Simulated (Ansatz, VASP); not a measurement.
# Be: VASP beside Ansatz

```
Be
1.0
    -1.12765    1.10586   -1.54359
     3.35802    1.08533   -1.54048
    -1.10712   -3.37615   -1.59957
Be
4
Direct
  0.01923 0.24276 0.73907
  0.48812 0.74820 0.74609
  0.01311 0.75683 0.24456
  0.47954 0.25221 0.27028
```

Change from the starting cell: cell x4, atoms moved at random (sigma 0.05 Å) and cell strained at random (1.5 %), then relaxed without symmetry.

Alike in both runs: task relaxation of cell and atoms; functional PBE; k mesh 10 × 6 × 6; occupations gaussian, width 0.2 eV; no spin polarisation.

```csv
,VASP,Ansatz
version,VASP 6.6.1,Ansatz 0.2.0
potentials or method,"VASP PAW PBE potentials, release 64 (Be), cutoff 600 eV","scalar-relativistic, plane waves, PAW"
valence electrons in the cell,8,8
```

Ansatz gave:

```
gap on the k mesh at the Fermi level, each at its own relaxed structure (eV)  : none
relaxed volume (Å³/atom)                                                      : 7.87
relaxed length of the cell vector where the two differ most in proportion (Å) : 3.859
```

Question: Estimate VASP's values.

Answer: gap on the k mesh at the Fermi level, each at its own relaxed structure (eV): none; relaxed volume (Å³/atom): 7.88; relaxed length of the cell vector where the two differ most in proportion (Å): 3.864.

A gap of «none» marks a metal or a gap that the smearing closes.
